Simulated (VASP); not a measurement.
Write the native input for VASP 6.6.1 that does the following.

| Item | Value |
| --- | --- |
| Task | single point |
| Functional | PBE0 |
| Potentials or basis | VASP PAW PBE potentials, release 64 (Al, As) |
| Cutoff | 400 eV |
| k mesh | 4 × 4 × 4 |
| Occupations | gaussian, width 0.01 eV |
| Spin | no spin polarisation |
| Dipole correction | no |
| Grid for exact exchange (PRECFOCK) | Normal |
| Further INCAR settings | ALGO = Normal; EDIFF = 1e-06; NBANDS = 16 |
| Share of exact exchange | 0.25 |

The system is AlAs.

```
Al As
1.0
     4.05375    0.00000    0.00000
     0.00000    5.73287    0.00000
     0.00000    0.00000    4.04884
Al As
2 2
Direct
  0.00000 0.99995 0.00000
  0.50000 0.49995 0.50000
  0.00000 0.25005 0.50000
  0.50000 0.75005 0.00000
```

These files were run (other wordings do the same):

POSCAR

```
AlAs
1.0
    4.0537526140      0.0000000000      0.0000000000
    0.0000000000      5.7328719252      0.0000000000
    0.0000000000      0.0000000000      4.0488356733
Al As
2 2
Direct
    0.0000000000     -0.0000478930      0.0000000000
    0.5000000000      0.4999521070      0.5000000000
    0.0000000000      0.2500478930      0.5000000000
    0.5000000000      0.7500478930      0.0000000000
```

INCAR.step1

```
SYSTEM = AlAs
ALGO = Normal
EDIFF = 1E-5
ENCUT = 400
GGA = PE
GGA_COMPAT = .FALSE.
ISIF = 2
ISMEAR = 0
LASPH = .TRUE.
LCHARG = .FALSE.
LREAL = .FALSE.
LWAVE = .TRUE.
NBANDS = 16
NELM = 120
PREC = Accurate
SIGMA = 0.01
```

INCAR.step2

```
SYSTEM = AlAs
AEXX = 0.25
ALGO = Normal
EDIFF = 1E-6
ENCUT = 400
GGA = PE
GGA_COMPAT = .FALSE.
ISIF = 2
ISMEAR = 0
ISTART = 1
LASPH = .TRUE.
LCHARG = .FALSE.
LHFCALC = .TRUE.
LREAL = .FALSE.
LWAVE = .FALSE.
NBANDS = 16
NELM = 120
PREC = Accurate
PRECFOCK = Normal
SIGMA = 0.01
```

KPOINTS

```
k-points
0
G
  4 4 4
  0 0 0
```

Potentials or basis: VASP PAW PBE potentials, release 64 (Al, As).

Command:

```bash
$ cat potpaw_PBE.64/Al/POTCAR potpaw_PBE.64/As/POTCAR > POTCAR
$ cp INCAR.step1 INCAR
$ mpirun -np 1 vasp_std > vasp.out
$ cp INCAR.step2 INCAR
$ mpirun -np 1 vasp_std > vasp.out
```

Results of the run:

| Property | Result |
| --- | --- |
| Pressure | -2.1 GPa |
| Largest force | 0.003 eV/Å |
| Band gap on the k mesh | 2.80 eV |

Caveat: the PAW data sets were made with another functional, which shifts forces and pressure a little.

It took 23 min on 1 thread of Intel(R) Xeon(R) Platinum 8259CL CPU @ 2.50GHz (Skylake/Cascade Lake), on a shared host, peak memory 0.2 GiB.
